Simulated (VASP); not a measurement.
Here is a VASP 6.6.1 calculation.

INCAR

```
SYSTEM = Se
  PREC = Accurate
  ENCUT = 520
  EDIFF = 1E-8
  ISMEAR = -1
  SIGMA = 0.03
  LREAL = .FALSE.
  LASPH = .TRUE.
  NELM = 80
  ALGO = Normal
  ISIF = 2
  LWAVE = .FALSE.
  LCHARG = .FALSE.
  GGA = PE
  LEFG = .TRUE.
  NBANDS = 13
```

File KPOINTS:

```
regular mesh
0
G
  19 19 10
  0 0 0
```

POSCAR

```
Se
1.0
    3.6092353013      0.0000000000      0.0000000000
   -1.8046176506      3.1256894592      0.0000000000
    0.0000000000      0.0000000000      3.7356380842
Se
2
Direct
    0.3333333333      0.6666666667      0.2500000000
    0.6666666667      0.3333333333      0.7500000000
```

Potentials or basis: VASP PAW PBE potentials, release 64 (Se).

Run with:

```console
$ cat potpaw_PBE.64/Se/POTCAR > POTCAR
$ mpirun -np 1 vasp_std > vasp.out
```

(1) Predict the pressure.

(2) Estimate the band gap on the k mesh.

Results:

(1) 4.7 GPa.

(2) zero (bands 6 and 7 overlap by 2.12 eV).

Caveat: the cell stands under pressure; without QUAD_EFG the Cq values of the log hold for a quadrupole moment of 1 mb, not for the nuclei.
